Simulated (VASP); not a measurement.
Be2C:

```xyz
3
Lattice="0.0000 2.1605 2.1605 2.1605 0.0000 2.1605 2.1605 2.1605 0.0000" Properties=species:S:1:pos:R:3 pbc="T T T"
C     0.0000    0.0000    0.0000
Be    1.0802    1.0802    1.0802
Be    3.2407    3.2407    3.2407
```

Base run:

- Program: VASP 6.6.1
- Functional: PBE
- Potentials or basis: VASP PAW PBE potentials, release 64 (C, Be)
- Cutoff: 600 eV
- k mesh: 8 × 8 × 8
- Occupations: gaussian, width 0.01 eV
- Spin: no spin polarisation

Its results: band gap on the k mesh 1.16 eV (least direct gap 4.14 eV); pressure 1.3 GPa.

Problem. The run is repeated on the same cell with these changes: functional from PBE to r2SCAN; cutoff from 600 eV to 660 eV. What comes out?

Solution. Band gap on the k mesh 1.53 eV (least direct gap 4.63 eV); pressure 0.8 GPa.

Caveats: the PAW data sets were made with another functional, which shifts forces and pressure a little (at least some runs).

A k mesh can miss the band edges.
